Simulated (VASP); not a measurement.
Input of a VASP 6.6.1 run:

Contents of POSCAR:

```
Ge
1.0
    0.0000000000      2.8372343450      2.8372343450
    2.8372343450      0.0000000000      2.8372343450
    2.8372343450      2.8372343450      0.0000000000
Ge
2
Direct
   -0.1250000000     -0.1250000000     -0.1250000000
    0.1250000000      0.1250000000      0.1250000000
```

File INCAR.step1:

```
SYSTEM = Ge
PREC     = Accurate       ! precision mode
ENCUT    = 520            ! plane-wave cutoff, eV
ISMEAR   = -1             ! smearing method
SIGMA    = 0.02           ! smearing width, eV
LREAL    = .False.        ! projectors in reciprocal space
LASPH    = .True.         ! aspherical terms in the spheres
NELM     = 100            ! most SCF steps
NBANDS   = 21             ! bands
GGA      = PE             ! functional
ALGO     = Normal         ! electronic algorithm
EDIFF    = 1E-4           ! SCF threshold, eV
LWAVE    = .True.         ! write WAVECAR
LCHARG   = .False.        ! write CHGCAR
```

Contents of INCAR.step2:

```
SYSTEM = Ge
PREC     = Accurate       ! precision mode
ENCUT    = 520            ! plane-wave cutoff, eV
EDIFF    = 1E-7           ! SCF threshold, eV
ISMEAR   = -1             ! smearing method
SIGMA    = 0.02           ! smearing width, eV
LREAL    = .False.        ! projectors in reciprocal space
LASPH    = .True.         ! aspherical terms in the spheres
NELM     = 100            ! most SCF steps
ALGO     = Normal         ! electronic algorithm
ISIF     = 2              ! what is computed and relaxed
LWAVE    = .False.        ! write WAVECAR
LCHARG   = .False.        ! write CHGCAR
METAGGA  = R2SCAN         ! meta-GGA
LMIXTAU  = .True.       
NBANDS   = 21             ! bands
ISTART   = 1
```

File KPOINTS:

```
regular mesh
0
Gamma
  10 10 10
  0 0 0
```

Potentials or basis: VASP PAW PBE potentials, release 64 (Ge_d).

Command:

```bash
$ cat potpaw_PBE.64/Ge_d/POTCAR > POTCAR
$ cp INCAR.step1 INCAR
$ mpirun -np 1 vasp_std > vasp.out
$ cp INCAR.step2 INCAR
$ mpirun -np 1 vasp_std > vasp.out
```

(1) Estimate the pressure.

(2) What does it give for the band gap on the k mesh?

Answers

(1) 0.0 GPa.

(2) 0.32 eV, direct.

Caveat: the PAW data sets were made with another functional, which shifts forces and pressure a little.
